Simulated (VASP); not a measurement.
# K2Sm (Fd-3m) in VASP: a series of runs

Runs on K2Sm. Level: PBE. Tasks: relaxation of cell and atoms.

All numbers are computed with VASP 6.6.1; they aren't measurements. Logs are shortened: lines on timing, memory, paths and dates and some standing lists are left out, and cuts for length are marked.

### Step 1. The cell of the first run

It takes space group Fd-3m (No. 227, cubic). The conventional cell has a = 9.145 Å, b = 9.145 Å, c = 9.145 Å, α = 90.00°, β = 90.00°, γ = 90.00°. Within 4.3 Å of K (site symmetry -3m) lie 6 K at 3.23 Å and 6 Sm at 3.79 Å. Sm (site symmetry -43m) has 12 K at 3.79 Å and 4 Sm at 3.96 Å within 5.0 Å.

The cell was generated, and may not be a known phase.

### Step 2. Relaxation of cell and atoms, PBE

Input file INCAR:

```
PREC = Accurate
ENCUT = 500
EDIFF = 1E-7
ISMEAR = 0
SIGMA = 0.1
LREAL = F
LASPH = T
NELM = 200
ALGO = Normal
ISIF = 3
LWAVE = F
LCHARG = F
GGA = PE
IBRION = 2
NSW = 90
EDIFFG = -0.04
GGA_COMPAT = F
NELMIN = 4
LMAXMIX = 6
```

Input file KPOINTS:

```
Automatic mesh
0
Gamma
  4 4 4
```

Input file POSCAR:

```
K2Sm
1.0
    0.0000000000      4.5726180000      4.5726180000
    4.5726180000      0.0000000000      4.5726180000
    4.5726180000      4.5726180000      0.0000000000
K Sm
4 2
Direct
    0.1250000000      0.1250000000      0.1250000000
    0.6250000000      0.1250000000      0.1250000000
    0.1250000000      0.1250000000      0.6250000000
    0.1250000000      0.6250000000      0.1250000000
    0.5000000000      0.5000000000      0.5000000000
    0.7500000000      0.7500000000      0.7500000000
```

Potentials or basis: VASP PAW PBE potentials, release 64 (K_sv, Sm_3), 4f in core.

Run with:

```console
> cat potpaw_PBE.64/K_sv/POTCAR potpaw_PBE.64/Sm_3/POTCAR > POTCAR
> mpirun -np 1 vasp_std > vasp.out
```

OUTCAR:

```text
PREC = Accurate
   ENCUT = 500
   EDIFF = 1E-7
   ISMEAR = 0
   LREAL = F
   LASPH = T
   NELM = 200
   ISIF = 3
   GGA = PE
   IBRION = 2
   NSW = 90
   EDIFFG = -0.04
   NELMIN = 4

 ion  position               nearest neighbor table
   1  0.125  0.125  0.125-   2 3.23   3 3.23   4 3.23   3 3.23   4 3.23   2 3.23   6 3.79   5 3.79
                             6 3.79   5 3.79   6 3.79   5 3.79
   2  0.625  0.125  0.125-   1 3.23   3 3.23   4 3.23   1 3.23   3 3.23   4 3.23   5 3.79   6 3.79
                             5 3.79   6 3.79   6 3.79   5 3.79
   3  0.125  0.125  0.625-   1 3.23   1 3.23   2 3.23   4 3.23   4 3.23   2 3.23   6 3.79   5 3.79
                             6 3.79   5 3.79   6 3.79   5 3.79
   4  0.125  0.625  0.125-   1 3.23   3 3.23   1 3.23   2 3.23   3 3.23   2 3.23   6 3.79   5 3.79
                             6 3.79   5 3.79   6 3.79   5 3.79
   5  0.500  0.500  0.500-   3 3.79   4 3.79   2 3.79   3 3.79   1 3.79   2 3.79   4 3.79   1 3.79
                             1 3.79   2 3.79   3 3.79   4 3.79
   6  0.750  0.750  0.750-   1 3.79   2 3.79   4 3.79   2 3.79   3 3.79   3 3.79   4 3.79   2 3.79
                             3 3.79   1 3.79   4 3.79   1 3.79

  LATTYP: Found a face centered cubic cell.
 ALAT       =     9.1452360000

  Lattice vectors:

 A1 = (   0.0000000000,   4.5726180000,   4.5726180000)
 A2 = (   4.5726180000,   0.0000000000,   4.5726180000)
 A3 = (   4.5726180000,   4.5726180000,   0.0000000000)

Analysis of symmetry for initial positions (statically):
=====================================================================
 Subroutine PRICEL returns:
 Original cell was already a primitive cell.

 Routine SETGRP: Setting up the symmetry group for a
 face centered cubic supercell.

 Subroutine GETGRP returns: Found 48 space group operations
 (whereof 24 operations were pure point group operations)
 out of a pool of 48 trial point group operations.

The static configuration has the point symmetry T_d .
 The point group associated with its full space group is O_h .

Analysis of symmetry for dynamics (positions and initial velocities):
=====================================================================
 Subroutine PRICEL returns:
 Original cell was already a primitive cell.

 Routine SETGRP: Setting up the symmetry group for a
 face centered cubic supercell.

 Subroutine GETGRP returns: Found 48 space group operations
 (whereof 24 operations were pure point group operations)
 out of a pool of 48 trial point group operations.

The dynamic configuration has the point symmetry T_d .
 The point group associated with its full space group is O_h .

 Subroutine INISYM returns: Found 48 space group operations
 (whereof 24 operations are pure point group operations),
 and found     1 'primitive' translations

----------------------------------------------------------------------------------------

                                     Primitive cell

  volume of cell :     191.2162

  direct lattice vectors                    reciprocal lattice vectors
     0.000000000  4.572618000  4.572618000    -0.109346549  0.109346549  0.109346549
     4.572618000  0.000000000  4.572618000     0.109346549 -0.109346549  0.109346549
     4.572618000  4.572618000  0.000000000     0.109346549  0.109346549 -0.109346549

  length of vectors
     6.466658391  6.466658391  6.466658391     0.189393779  0.189393779  0.189393779

  position of ions in fractional coordinates (direct lattice)
     0.125000000  0.125000000  0.125000000
     0.625000000  0.125000000  0.125000000
     0.125000000  0.125000000  0.625000000
     0.125000000  0.625000000  0.125000000
     0.500000000  0.500000000  0.500000000
     0.750000000  0.750000000  0.750000000

  ion indices of the primitive-cell ions
   primitive index   ion index
                 1           1
                 2           2
                 3           3
                 4           4
                 5           5
                 6           6

----------------------------------------------------------------------------------------

 KPOINTS: Automatic mesh

Automatic generation of k-mesh.
 Grid dimensions read from file:
 generate k-points for:    4    4    4

 Generating k-lattice:

  Cartesian coordinates                     Fractional coordinates (reciprocal lattice)
    -0.027336637  0.027336637  0.027336637     0.250000000  0.000000000  0.000000000
     0.027336637 -0.027336637  0.027336637     0.000000000  0.250000000  0.000000000
     0.027336637  0.027336637 -0.027336637     0.000000000  0.000000000  0.250000000

  Length of vectors
     0.047348445  0.047348445  0.047348445

  Shift w.r.t. Gamma in fractional coordinates (k-lattice)
     0.000000000  0.000000000  0.000000000

 Subroutine IBZKPT returns following result:
 ===========================================

 Found      8 irreducible k-points:

 Following reciprocal coordinates:
            Coordinates               Weight
  0.000000  0.000000  0.000000      1.000000
  0.250000  0.000000  0.000000      8.000000
  0.500000  0.000000  0.000000      4.000000
  0.250000  0.250000  0.000000      6.000000
  0.500000  0.250000  0.000000     24.000000
 -0.250000  0.250000  0.000000     12.000000
  0.500000  0.500000  0.000000      3.000000
 -0.250000  0.500000  0.250000      6.000000
   k-points           NKPTS =      8   k-points in BZ     NKDIM =      8   number of bands    NBANDS=     34
   number of dos      NEDOS =    301   number of ions     NIONS =      6
   total plane-waves  NPLWV = 110592
   dimension x,y,z NGX =    48 NGY =   48 NGZ =   48
   dimension x,y,z NGXF=    96 NGYF=   96 NGZF=   96
   ions per type =               4   2
   NGX,Y,Z   is equivalent  to a cutoff of  12.34, 12.34, 12.34 a.u.
   NGXF,Y,Z  is equivalent  to a cutoff of  24.68, 24.68, 24.68 a.u.
 SYSTEM =  unknown system
   PREC   = accura    normal or accurate (medium, high low for compatibility)
   ISTART =      0    job   : 0-new  1-cont  2-samecut
   ICHARG =      2    charge: 1-file 2-atom 10-const
   ISPIN  =      1    spin polarized calculation?
   LNONCOLLINEAR =      F non collinear calculations
   LSORBIT =      F    spin-orbit coupling
   LASPH  =      T    aspherical Exc in radial PAW
   ENCUT  =  500.0 eV  36.75 Ry    6.06 a.u.  11.79 11.79 11.79*2*pi/ulx,y,z
   NELM   =    200;   NELMIN=  4; NELMDL= -5     # of ELM steps
   EDIFF  = 0.1E-06   stopping-criterion for ELM
   LREAL  =      F    real-space projection
   EDIFFG = -.4E-01   stopping-criterion for IOM
   NSW    =     90    number of steps for IOM
   IBRION =      2    ionic relax: 0-MD 1-quasi-New 2-CG
   NFREE  =      1    steps in history (QN), initial steepest desc. (CG)
   ISIF   =      3    stress and relaxation
   ISYM   =      2    0-nonsym 1-usesym 2-fastsym
   POTIM  = 0.5000    time-step for ionic-motion
   TEBEG  =    0.0;   TEEND  =   0.0 temperature during run
   PSTRESS=    0.0 pullay stress
   NELECT =      58.0000    total number of electrons
   NUPDOWN=      -1.0000    fix difference up-down
   EMIN   =  10.00;   EMAX   =-10.00  energy-range for DOS
   EFERMI =   0.00;   METHOD = LEGACY
   ISMEAR =     0;   SIGMA  =   0.10  broadening in eV -4-tet -1-fermi 0-gaus
   EFERMI_NEDOS =   21; number of points for ismear=-14 and -15
   IALGO  =     38    algorithm
   IMIX   =      4    mixing-type and parameters
     AMIX     =   0.40;   BMIX     =  1.00
     AMIX_MAG =   1.60;   BMIX_MAG =  1.00
  volume/ion in A,a.u.               =      31.87       215.07
  Fermi-wavevector in a.u.,A,eV,Ry     =   1.099958  2.078618 16.461778  1.209907
  Thomas-Fermi vector in A             =   2.236361
   LORBIT       =      0    0 simple, 1 ext, 2 COOP (PROOUT), +10 PAW based schemes
   GGA     = PE    functional components
   LHFCALC =     F    Hartree Fock is set to
   AEXX    =    0.0000 exact exchange contribution
   IVDW    =     0    specifies the selected vdW correction
   LEPSILON=     F    determine dielectric tensor
   LRPA    =     F    only Hartree local field effects (RPA)
 conjugate gradient relaxation of ions
 non-spin polarized calculation
 Gauss-broadening in eV      SIGMA  =   0.10
  energy-cutoff  :      500.00
  volume of cell :      191.22
 maximum number of plane-waves:      4909
   NGX = 23   NGY = 23   NGZ = 23

--------------------------------------- Ionic step        1  -------------------------------------------

 number of electron      58.0000006 magnetization

 Free energy of the ion-electron system (eV)
  ---------------------------------------------------
  ext. energy  EPLUGINS =         0.00000000
  ---------------------------------------------------
  free energy    TOTEN  =        -7.48459276 eV

  energy without entropy =       -7.45793245  energy(sigma->0) =       -7.47126260

------------------------ aborting loop because EDIFF is reached ----------------------------------------

  FORCE on cell =-STRESS in cart. coord.  units (eV):
  Direction    XX          YY          ZZ          XY          YZ          ZX
  --------------------------------------------------------------------------------------
  -------------------------------------------------------------------------------------
  Total       10.9093688     10.9093688     10.9093688      0.0000000      0.0000000      0.0000000
  in kB       91.4082607     91.4082607     91.4082607      0.0000000      0.0000000      0.0000000
  external PRESSURE =      91.4082607 kB  Pullay stress =       0.0000000 kB

 VOLUME and BASIS-vectors are now :
 -----------------------------------------------------------------------------
  energy-cutoff  :      500.00
  volume of cell :      191.22
      direct lattice vectors                 reciprocal lattice vectors
     0.000000000  4.572618000  4.572618000    -0.109346549  0.109346549  0.109346549
     4.572618000  0.000000000  4.572618000     0.109346549 -0.109346549  0.109346549
     4.572618000  4.572618000  0.000000000     0.109346549  0.109346549 -0.109346549
[... 81 lines left out ...]
 POSITION                                       TOTAL-FORCE (eV/Angst)
 -----------------------------------------------------------------------------------
      1.29714      1.29714      1.29714        -0.000000     -0.000000     -0.000000
      1.29714      3.89143      3.89143        -0.000000     -0.000000     -0.000000
      3.89143      3.89143      1.29714        -0.000000     -0.000000     -0.000000
      3.89143      1.29714      3.89143        -0.000000     -0.000000     -0.000000
      5.18858      5.18858      5.18858        -0.000000     -0.000000     -0.000000
      7.78286      7.78286      7.78286         0.000000      0.000000      0.000000
 -----------------------------------------------------------------------------------
    total drift:                                0.000000      0.000000      0.000000

  FREE ENERGIE OF THE ION-ELECTRON SYSTEM (eV)
  ---------------------------------------------------
  free  energy   TOTEN  =        -9.5993615937 eV

  energy  without entropy=       -9.5654627219  energy(sigma->0) =       -9.58241216

--------------------------------------- Ionic step        4  -------------------------------------------

 number of electron      58.0000010 magnetization

 Free energy of the ion-electron system (eV)
  ---------------------------------------------------
  ext. energy  EPLUGINS =         0.00000000
  ---------------------------------------------------
  free energy    TOTEN  =        -9.62216471 eV

  energy without entropy =       -9.58697559  energy(sigma->0) =       -9.60457015

 E-fermi :   1.0991     XC(G=0):  -7.3485

 val. band max:        1.0067505278   @ k =   0.2500   0.2500   0.0000
 cond. band min:       1.1414947630   @ k =   0.0000   0.0000   0.0000
 fundamental gap:      0.1347442352
 Fermi energy:         1.0991173443

 k-point     1 :       0.0000    0.0000    0.0000
  band No.  band energies     occupation
      1     -41.6183      2.00000
      2     -41.6161      2.00000
      3     -30.5864      2.00000
      4     -30.5335      2.00000
      5     -30.5335      2.00000
      6     -30.5335      2.00000
[... 307 lines left out ...]
 POSITION                                       TOTAL-FORCE (eV/Angst)
 -----------------------------------------------------------------------------------
      1.31536      1.31536      1.31536         0.000000     -0.000000      0.000000
      1.31536      3.94609      3.94609         0.000000     -0.000000      0.000000
      3.94609      3.94609      1.31536         0.000000     -0.000000      0.000000
      3.94609      1.31536      3.94609         0.000000     -0.000000      0.000000
      5.26146      5.26146      5.26146        -0.000000     -0.000000     -0.000000
      7.89219      7.89219      7.89219         0.000000      0.000000      0.000000
 -----------------------------------------------------------------------------------
    total drift:                                0.000000      0.000000      0.000000

  FREE ENERGIE OF THE ION-ELECTRON SYSTEM (eV)
  ---------------------------------------------------
  free  energy   TOTEN  =        -9.6221647116 eV

  energy  without entropy=       -9.5869755915  energy(sigma->0) =       -9.60457015

 reached required accuracy - stopping structural energy minimisation
```

Run time: 2.9 min. Hardware: 1 thread of AMD EPYC 9R45 (Zen 5), shared host; peak memory 0.32 GiB.

Results:

```yaml
Free_energy: -9.6222 eV
Relaxed_volume: 48.55 Å³/atom
Relaxed_cell: a = 7.441 Å, b = 7.441 Å, c = 7.441 Å, α = 60.00°, β = 60.00°, γ = 60.00°
Space_group_after_relaxing_to_0.1_Å: Fd-3m (No. 227)
Energy_gained_by_relaxing: 356.3 meV/atom
Ionic_steps: 4
Pressure_after_relaxing: 0.1 GPa
Band_gap_on_the_k_mesh: zero (bands 29 and 30 overlap by 0.21 eV)
```

Step by step:
```csv
step,energy change (eV),largest force (eV/Å),pressure (GPa),volume (Å³)
1,0.0000,0.0000,9.14,191.22
2,-1.8176,0.0000,2.48,246.08
3,-2.1148,0.0000,0.55,279.37
4,-2.1376,0.0000,0.07,291.31
```

Final structure:
```xyz
6
Lattice="0.0000 5.2615 5.2615 5.2615 0.0000 5.2615 5.2615 5.2615 0.0000" Properties=species:S:1:pos:R:3 pbc="T T T"
K     1.3154    1.3154    1.3154
K     1.3154    3.9461    3.9461
K     3.9461    3.9461    1.3154
K     3.9461    1.3154    3.9461
Sm    5.2615    5.2615    5.2615
Sm    7.8922    7.8922    7.8922
```

Levels at points of the mesh, in eV from the Fermi level:
| k point | band 27 | band 28 | band 29 | band 30 | band 31 | band 32 |
| --- | --- | --- | --- | --- | --- | --- |
| (0.00, 0.00, 0.00) | -0.19 | -0.19 | 0.04 | 0.04 | 0.34 | 0.34 |
| (0.50, 0.00, 0.00) | -0.56 | -0.28 | -0.28 | 0.12 | 0.12 | 0.61 |
| (0.50, 0.50, 0.00) | -0.79 | -0.79 | 0.05 | 0.05 | 0.22 | 0.22 |

Caveat: the volume moved by over 15 % at a fixed basis, so the end points are rough; spin-orbit coupling is left out, which moves the levels of the heavy elements; the 4f electrons are frozen in the core, so they carry no moment and show no levels.

### Step 3. Relaxation of cell and atoms, PBE

This run uses another cell than the first one, of 48.80 Å³/atom.

Input file INCAR:

```
SYSTEM = K2Sm
PREC = Accurate
ENCUT = 500
EDIFF = 1E-7
ISMEAR = 0
SIGMA = 0.1
LREAL = .False.
LASPH = .True.
NELM = 200
ALGO = Normal
ISIF = 3
LWAVE = .False.
LCHARG = .False.
GGA = PE
IBRION = 2
NSW = 100
EDIFFG = -0.01
GGA_COMPAT = .False.
NELMIN = 4
LMAXMIX = 6
```

Input file KPOINTS:

```
Automatic mesh
0
Gamma
  6 6 6
  0 0 0
```

Input file POSCAR:

```
K2Sm
1.0
    0.0000000000      5.2703871592      5.2703871592
    5.2703871592      0.0000000000      5.2703871592
    5.2703871592      5.2703871592      0.0000000000
K Sm
4 2
Direct
    0.6250000000      0.6250000000      0.6250000000
    0.1250000000      0.6250000000      0.6250000000
    0.6250000000      0.6250000000      0.1250000000
    0.6250000000      0.1250000000      0.6250000000
    0.0000000000      0.0000000000      0.0000000000
    0.2500000000      0.2500000000      0.2500000000
```

Potentials or basis: VASP PAW PBE potentials, release 64 (K_sv, Sm_3), 4f in core.

Run with:

```console
> cat potpaw_PBE.64/K_sv/POTCAR potpaw_PBE.64/Sm_3/POTCAR > POTCAR
> mpirun -np 1 vasp_std > vasp.out
```

Wall time 4.3 min (1 thread of AMD EPYC 9R45 (Zen 5), shared host); peak memory 0.43 GiB.

It converged, with:

```
Free energy                           : -9.6209 eV
Relaxed volume                        : 48.90 Å³/atom
Relaxed cell                          : a = 7.458 Å, b = 7.458 Å, c = 7.458 Å, α = 60.00°, β = 60.00°, γ = 60.00°
Space group after relaxing (to 0.1 Å) : Fd-3m (No. 227)
Energy gained by relaxing             : 0.0 meV/atom
Ionic steps                           : 2
Pressure after relaxing               : 0.0 GPa
Band gap on the k mesh                : zero (bands 29 and 30 overlap by 0.17 eV)
```

Step by step:
```csv
step,energy change (eV),largest force (eV/Å),pressure (GPa),volume (Å³)
1,0.0000,0.0000,0.05,292.79
2,-0.0001,0.0000,0.03,293.38
```

Final structure:
```
K Sm
1.0
     0.00000    5.27392    5.27392
     5.27392    0.00000    5.27392
     5.27392    5.27392    0.00000
K Sm
4 2
Direct
  0.62500 0.62500 0.62500
  0.12500 0.62500 0.62500
  0.62500 0.62500 0.12500
  0.62500 0.12500 0.62500
  0.00000 0.00000 0.00000
  0.25000 0.25000 0.25000
```

Levels at points of the mesh, in eV from the Fermi level:
| k point | band 26 | band 27 | band 28 | band 29 | band 30 | band 31 | band 32 | band 33 |
| --- | --- | --- | --- | --- | --- | --- | --- | --- |
| (0.00, 0.00, 0.00) | -0.19 | -0.19 | -0.19 | 0.05 | 0.05 | 0.34 | 0.34 | 0.34 |
| (0.50, 0.00, 0.00) | -1.67 | -0.55 | -0.28 | -0.28 | 0.13 | 0.13 | 0.60 | 0.60 |
| (0.50, 0.50, 0.00) | -1.69 | -0.79 | -0.79 | 0.05 | 0.05 | 0.22 | 0.22 | 0.62 |

Caveat: spin-orbit coupling is left out, which moves the levels of the heavy elements; the 4f electrons are frozen in the core, so they carry no moment and show no levels.

The gap in the log of VASP goes by the Fermi energy; the results here count the filled bands.